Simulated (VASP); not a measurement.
# Al (P6_3/mmc) in VASP: notebook

The runs below take Al through single point, with PBE+D3(BJ).

All numbers are computed with VASP 6.6.1; they aren't measurements. Logs are shortened: lines on timing, memory, paths and dates and some standing lists are left out, and cuts for length are marked.

### Step 1. The cell of the first run

It takes space group P6_3/mmc (No. 194, hexagonal). Conventional cell: a = 2.951 Å, b = 2.951 Å, c = 8.944 Å, α = 90.00°, β = 90.00°, γ = 120.00°. Al (site symmetry -3m) has 12 Al at 2.81 to 2.95 Å within 3.7 Å. Within 3.7 Å of Al (site symmetry -6m2) lie 12 Al at 2.81 to 2.95 Å.

This isn't the form of Al at room conditions, which is fcc.

### Step 2. Single point, PBE+D3(BJ) (16.87 Å³/atom)

INCAR reads:

```
SYSTEM = Al
PREC = Accurate
ENCUT = 520
EDIFF = 1E-6
ISMEAR = 0
SIGMA = 0.15
LREAL = .FALSE.
LASPH = .TRUE.
NELM = 100
ALGO = Normal
ISIF = 2
LWAVE = .FALSE.
LCHARG = .TRUE.
GGA = PE
IVDW = 12
LELF = .TRUE.
LVHAR = .TRUE.
NBANDS = 14
```

KPOINTS reads:

```
Automatic mesh
0
G
  18 18 6
  0 0 0
```

POSCAR reads:

```
Al
1.0
    2.9514198798      0.0000000000      0.0000000000
   -1.4757099399      2.5560045931      0.0000000000
    0.0000000000      0.0000000000      8.9439828037
Al
4
Direct
    0.0000000000      0.0000000000      0.0000000000
    0.3333333333      0.6666666667      0.2500000000
    0.0000000000      0.0000000000      0.5000000000
    0.6666666667      0.3333333333      0.7500000000
```

Potentials or basis: VASP PAW PBE potentials, release 64 (Al).

Launch:

```
$ cat potpaw_PBE.64/Al/POTCAR > POTCAR
$ mpirun -np 1 vasp_std > vasp.out
```

OUTCAR:

```text
SYSTEM = Al
   PREC = Accurate
   ENCUT = 520
   EDIFF = 1E-6
   ISMEAR = 0
   LREAL = .FALSE.
   LASPH = .TRUE.
   NELM = 100
   ISIF = 2
   GGA = PE
   IVDW = 12
 IVDW          = 12

 ion  position               nearest neighbor table
   1  0.000  0.000  0.000-   2 2.81   4 2.81   2 2.81   4 2.81   4 2.81   2 2.81
   2  0.333  0.667  0.250-   1 2.81   3 2.81   1 2.81   3 2.81   1 2.81   3 2.81
   3  0.000  0.000  0.500-   2 2.81   4 2.81   2 2.81   4 2.81   4 2.81   2 2.81
   4  0.667  0.333  0.750-   1 2.81   3 2.81   1 2.81   3 2.81   1 2.81   3 2.81

  LATTYP: Found a hexagonal cell.
 ALAT       =     2.9514198798
 C/A-ratio  =     3.0304000000

  Lattice vectors:

 A1 = (   2.9514198798,   0.0000000000,   0.0000000000)
 A2 = (  -1.4757099399,   2.5560045931,   0.0000000000)
 A3 = (   0.0000000000,   0.0000000000,   8.9439828037)

Analysis of symmetry for initial positions (statically):
=====================================================================
 Subroutine PRICEL returns:
 Original cell was already a primitive cell.

 Routine SETGRP: Setting up the symmetry group for a
 hexagonal supercell.

 Subroutine GETGRP returns: Found 24 space group operations
 (whereof 12 operations were pure point group operations)
 out of a pool of 24 trial point group operations.

The static configuration has the point symmetry D_3d.
 The point group associated with its full space group is D_6h.

Analysis of symmetry for dynamics (positions and initial velocities):
=====================================================================
 Subroutine PRICEL returns:
 Original cell was already a primitive cell.

 Routine SETGRP: Setting up the symmetry group for a
 hexagonal supercell.

 Subroutine GETGRP returns: Found 24 space group operations
 (whereof 12 operations were pure point group operations)
 out of a pool of 24 trial point group operations.

The dynamic configuration has the point symmetry D_3d.
 The point group associated with its full space group is D_6h.

 Subroutine INISYM returns: Found 24 space group operations
 (whereof 12 operations are pure point group operations),
 and found     1 'primitive' translations

----------------------------------------------------------------------------------------

                                     Primitive cell

  volume of cell :      67.4720

  direct lattice vectors                    reciprocal lattice vectors
     2.951419880  0.000000000  0.000000000     0.338819972  0.195617802  0.000000000
    -1.475709940  2.556004593  0.000000000     0.000000000  0.391235604  0.000000000
     0.000000000  0.000000000  8.943982804     0.000000000  0.000000000  0.111807013

  length of vectors
     2.951419880  2.951419880  8.943982804     0.391235604  0.391235604  0.111807013

  position of ions in fractional coordinates (direct lattice)
     0.000000000  0.000000000  0.000000000
     0.333333333  0.666666667  0.250000000
     0.000000000  0.000000000  0.500000000
     0.666666667  0.333333333  0.750000000

  ion indices of the primitive-cell ions
   primitive index   ion index
                 1           1
                 2           2
                 3           3
                 4           4

----------------------------------------------------------------------------------------

 KPOINTS: Automatic mesh

Automatic generation of k-mesh.
 Grid dimensions read from file:
 generate k-points for:   18   18    6

 Generating k-lattice:

  Cartesian coordinates                     Fractional coordinates (reciprocal lattice)
     0.018823332  0.010867656  0.000000000     0.055555556 -0.000000000  0.000000000
     0.000000000  0.021735311  0.000000000     0.000000000  0.055555556  0.000000000
     0.000000000  0.000000000  0.018634502     0.000000000  0.000000000  0.166666667

  Length of vectors
     0.021735311  0.021735311  0.018634502

  Shift w.r.t. Gamma in fractional coordinates (k-lattice)
     0.000000000  0.000000000  0.000000000

 Subroutine IBZKPT returns following result:
 ===========================================

 Found    148 irreducible k-points:

 Following reciprocal coordinates:
            Coordinates               Weight
  0.000000  0.000000  0.000000      1.000000
  0.055556 -0.000000  0.000000      6.000000
  0.111111 -0.000000  0.000000      6.000000
  0.166667 -0.000000  0.000000      6.000000
  0.222222 -0.000000  0.000000      6.000000
  0.277778 -0.000000  0.000000      6.000000
[... 16 lines left out ...]
  0.333333  0.111111  0.000000     12.000000
  0.388889  0.111111  0.000000     12.000000
 [... further k-points ...]
   k-points           NKPTS =    148   k-points in BZ     NKDIM =    148   number of bands    NBANDS=     14
   number of dos      NEDOS =    301   number of ions     NIONS =      4
   total plane-waves  NPLWV =  40320
   dimension x,y,z NGX =    24 NGY =   24 NGZ =   70
   dimension x,y,z NGXF=    48 NGYF=   48 NGZF=  140
   ions per type =               4
   NGX,Y,Z   is equivalent  to a cutoff of  13.52, 13.52, 13.01 a.u.
   NGXF,Y,Z  is equivalent  to a cutoff of  27.04, 27.04, 26.02 a.u.
 SYSTEM =  Al
   PREC   = accura    normal or accurate (medium, high low for compatibility)
   ISTART =      0    job   : 0-new  1-cont  2-samecut
   ICHARG =      2    charge: 1-file 2-atom 10-const
   ISPIN  =      1    spin polarized calculation?
   LNONCOLLINEAR =      F non collinear calculations
   LSORBIT =      F    spin-orbit coupling
   LASPH  =      T    aspherical Exc in radial PAW
   ENCUT  =  520.0 eV  38.22 Ry    6.18 a.u.   5.49  5.49 16.63*2*pi/ulx,y,z
   NELM   =    100;   NELMIN=  2; NELMDL= -5     # of ELM steps
   EDIFF  = 0.1E-05   stopping-criterion for ELM
   LREAL  =      F    real-space projection
   EDIFFG = 0.1E-04   stopping-criterion for IOM
   NSW    =      0    number of steps for IOM
   IBRION =     -1    ionic relax: 0-MD 1-quasi-New 2-CG
   NFREE  =      0    steps in history (QN), initial steepest desc. (CG)
   ISIF   =      2    stress and relaxation
   ISYM   =      2    0-nonsym 1-usesym 2-fastsym
   POTIM  = 0.5000    time-step for ionic-motion
   TEBEG  =    0.0;   TEEND  =   0.0 temperature during run
   PSTRESS=    0.0 pullay stress
   NELECT =      12.0000    total number of electrons
   NUPDOWN=      -1.0000    fix difference up-down
   EMIN   =  10.00;   EMAX   =-10.00  energy-range for DOS
   EFERMI =   0.00;   METHOD = LEGACY
   ISMEAR =     0;   SIGMA  =   0.15  broadening in eV -4-tet -1-fermi 0-gaus
   EFERMI_NEDOS =   21; number of points for ismear=-14 and -15
   IALGO  =     38    algorithm
   IMIX   =      4    mixing-type and parameters
     AMIX     =   0.40;   BMIX     =  1.00
     AMIX_MAG =   1.60;   BMIX_MAG =  1.00
  volume/ion in A,a.u.               =      16.87       113.83
  Fermi-wavevector in a.u.,A,eV,Ry     =   0.920649  1.739774 11.532223  0.847594
  Thomas-Fermi vector in A             =   2.045978
   LORBIT       =      0    0 simple, 1 ext, 2 COOP (PROOUT), +10 PAW based schemes
   GGA     = PE    functional components
   LHFCALC =     F    Hartree Fock is set to
   AEXX    =    0.0000 exact exchange contribution
   IVDW    =    12    specifies the selected vdW correction
   LEPSILON=     F    determine dielectric tensor
   LRPA    =     F    only Hartree local field effects (RPA)
 non-spin polarized calculation
 Gauss-broadening in eV      SIGMA  =   0.15
  energy-cutoff  :      520.00
  volume of cell :       67.47
 maximum number of plane-waves:      1858
 NGX is ok and might be reduce to    24
   NGX = 11   NGY = 11   NGZ = 33

 number of electron      12.0000000 magnetization

 Free energy of the ion-electron system (eV)
  ---------------------------------------------------
  ext. energy  EPLUGINS =         0.00000000
  ---------------------------------------------------
  free energy    TOTEN  =       -14.88138748 eV

  energy without entropy =      -14.86390214  energy(sigma->0) =      -14.87264481

 E-fermi :   7.7809     XC(G=0): -10.1151

 val. band max:        7.7794263236   @ k =   0.2778   0.0556   0.5000
 cond. band min:       7.8056758423   @ k =   0.3889   0.1111   0.5000
 fundamental gap:      0.0262495187
 Fermi energy:         7.7808517299

 k-point     1 :       0.0000    0.0000    0.0000
  band No.  band energies     occupation
      1      -3.2166      2.00000
      2      -1.3788      2.00000
      3      -1.3769      2.00000
      4       3.6934      2.00000
      5       4.3515      2.00000
      6      12.5871      0.00000
      7      12.6172      0.00000
      8      17.0980      0.00000
      9      17.0980      0.00000
     10      17.4285      0.00000
     11      17.4285      0.00000
     12      18.6546      0.00000
     13      18.6607      0.00000
     14      18.7820      0.00000

 k-point     2 :       0.0556   -0.0000    0.0000
  band No.  band energies     occupation
      1      -3.1468      2.00000
      2      -1.3098      2.00000
      3      -1.3080      2.00000
      4       3.7576      2.00000
      5       4.4196      2.00000
      6      12.6296      0.00000
      7      12.6701      0.00000
      8      15.7365      0.00000
      9      16.2505      0.00000
     10      17.1630      0.00000
     11      17.3406      0.00000
     12      17.7160      0.00000
     13      17.7968      0.00000
     14      17.8417      0.00000
[... 343 lines left out ...]
      1       0.3721      2.00000
      2       2.1553      2.00000
      3       2.1645      2.00000
      4       5.1743      2.00000
      5       6.6577      2.00000
      6       6.9192      2.00000
      7       7.3761      1.99986
      8       8.0090      0.03144
      9       9.9721      0.00000
     10      11.3525      0.00000
     11      11.6951      0.00000
     12      12.0838      0.00000
     13      12.8186      0.00000
     14      15.8347      0.00000

 k-point    24 :       0.3889    0.1111    0.0000
  band No.  band energies     occupation
      1       1.3889      2.00000
      2       3.1332      2.00000
      3       3.1653      2.00000
      4       3.8178      2.00000
      5       5.5546      2.00000
      6       5.6247      2.00000
      7       8.0537      0.01009
      8       8.7919      0.00000
      9       9.8005      0.00000
     10      10.3176      0.00000
     11      11.2587      0.00000
     12      11.6154      0.00000
     13      11.8427      0.00000
     14      16.0443      0.00000

 [... further k-points ...]

------------------------ aborting loop because EDIFF is reached ----------------------------------------

 Edisp (eV)   -1.31513

 E8    (eV) :    -0.5880

  FORCE on cell =-STRESS in cart. coord.  units (eV):
  Direction    XX          YY          ZZ          XY          YZ          ZX
  --------------------------------------------------------------------------------------
  -------------------------------------------------------------------------------------
  Total      -2.32154    -2.32154    -0.48799     0.00000    -0.00000     0.00000
  in kB     -55.12688   -55.12688   -11.58772     0.00000    -0.00000     0.00000
  external pressure =      -40.61 kB  Pullay stress =        0.00 kB

 VOLUME and BASIS-vectors are now :
 -----------------------------------------------------------------------------
  energy-cutoff  :      520.00
  volume of cell :       67.47
      direct lattice vectors                 reciprocal lattice vectors
     2.951419880  0.000000000  0.000000000     0.338819972  0.195617802  0.000000000
    -1.475709940  2.556004593  0.000000000     0.000000000  0.391235604  0.000000000
     0.000000000  0.000000000  8.943982804     0.000000000  0.000000000  0.111807013

 POSITION                                       TOTAL-FORCE (eV/Angst)
 -----------------------------------------------------------------------------------
      0.00000      0.00000      0.00000         0.000000      0.000000      0.000000
     -0.00000      1.70400      2.23600         0.000000     -0.000000     -0.000000
      0.00000      0.00000      4.47199         0.000000      0.000000      0.000000
      1.47571      0.85200      6.70799        -0.000000      0.000000     -0.000000
 -----------------------------------------------------------------------------------
    total drift:                               -0.000000      0.000000      0.000000

  FREE ENERGIE OF THE ION-ELECTRON SYSTEM (eV)
  ---------------------------------------------------
  free  energy   TOTEN  =       -16.1965177425 eV

  energy  without entropy=      -16.1790323988  energy(sigma->0) =      -16.18777507
```

Run time: 32 s. Hardware: 1 thread of Intel Xeon 6975P-C (Granite Rapids), shared host; peak memory 0.26 GiB.

What came out:

```
Free energy                : -16.1965 eV
Pressure                   : -4.1 GPa
Band gap on the k mesh     : zero (bands 6 and 7 overlap by 6.64 eV)
Dispersion energy per atom : -0.329 eV
```

Stress tensor (GPa, compression positive):
```
-5.51  0.00  0.00
 0.00 -5.51  0.00
 0.00  0.00 -1.16
```

Caveat: the cell stands under tension.

(Continued in part 2 of 2.)
